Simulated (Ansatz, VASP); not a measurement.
# One calculation of H, two programs

The input INCAR:

```
SYSTEM = H
PREC = Accurate
ENCUT = 520
EDIFF = 1E-7
ISMEAR = 0
SIGMA = 0.05
LREAL = .FALSE.
LASPH = .TRUE.
NELM = 80
ALGO = Normal
ISIF = 2
LWAVE = .FALSE.
LCHARG = .TRUE.
GGA = PS
LELF = .TRUE.
LVHAR = .TRUE.
NBANDS = 10
```

File KPOINTS:

```
regular mesh
0
G
  6 6 6
  0 0 0
```

The input POSCAR:

```
H
1.0
    2.5841291592     -2.5284012445      0.0000000000
    2.5841291592      2.5284012445      0.0000000000
    0.0000000000      0.0000000000      4.2039452700
H
4
Direct
    0.9532956300      0.0467043700      0.0685088900
    0.4532956300      0.5467043700      0.4314911100
    0.5467043700      0.4532956300      0.5685088900
    0.0467043700      0.9532956300      0.9314911100
```

Input for Ansatz:

```yaml
crystal:
  lattice:
    - [2.5841291592, -2.5284012445, 0.0]
    - [2.5841291592, 2.5284012445, 0.0]
    - [0.0, 0.0, 4.20394527]
  atoms:
    - { symbol: H, position: [0.95329563, 0.04670437, 0.06850889] }
    - { symbol: H, position: [0.45329563, 0.54670437, 0.43149111] }
    - { symbol: H, position: [0.54670437, 0.45329563, 0.56850889] }
    - { symbol: H, position: [0.04670437, 0.95329563, 0.93149111] }
basis:
  ecutwfc: 420
kpoints:
  mp_grid: { grid: [6, 6, 6] }
hamiltonian:
  xc: pbesol
scf:
  occupations: { method: gaussian, width: 0.05 }
output:
  forces: true
  stress: true
  eigenvalues: true
```

Change from the starting cell: strain -0.015 along x and y, +0.015 along z, atoms carried along.

Alike in both runs: task single point; functional PBEsol; k mesh 6 × 6 × 6; occupations gaussian, width 0.05 eV; no spin polarisation.

|  | VASP | Ansatz |
| --- | --- | --- |
| version | VASP 6.6.1 | Ansatz 0.2.0 |
| potentials or method | VASP PAW PBE potentials, release 64 (H), cutoff 520 eV | scalar-relativistic, plane waves, PAW |
| valence electrons in the cell | 4 | 4 |

VASP gave:

- gap on the k mesh at the Fermi level (eV): 9.10
- least direct gap on the mesh (eV): 9.73
- pressure (GPa): 0.6
- traceless stress, the component that is largest in VASP (GPa): -0.70
- rms of the force components (eV/Å): 0.292

Problem. What did Ansatz give for the same quantities?

Solution. gap on the k mesh at the Fermi level (eV): 9.11; least direct gap on the mesh (eV): 9.74; pressure (GPa): 0.7; traceless stress, the component that is largest in VASP (GPa): -0.71; rms of the force components (eV/Å): 0.291.

VASP's potentials were made for PBE, not for PBEsol. Atom by atom the forces differ by 0.001 eV/Å (rms over components). With one functional, cell and mesh, what is left measures potentials, basis and numerics.
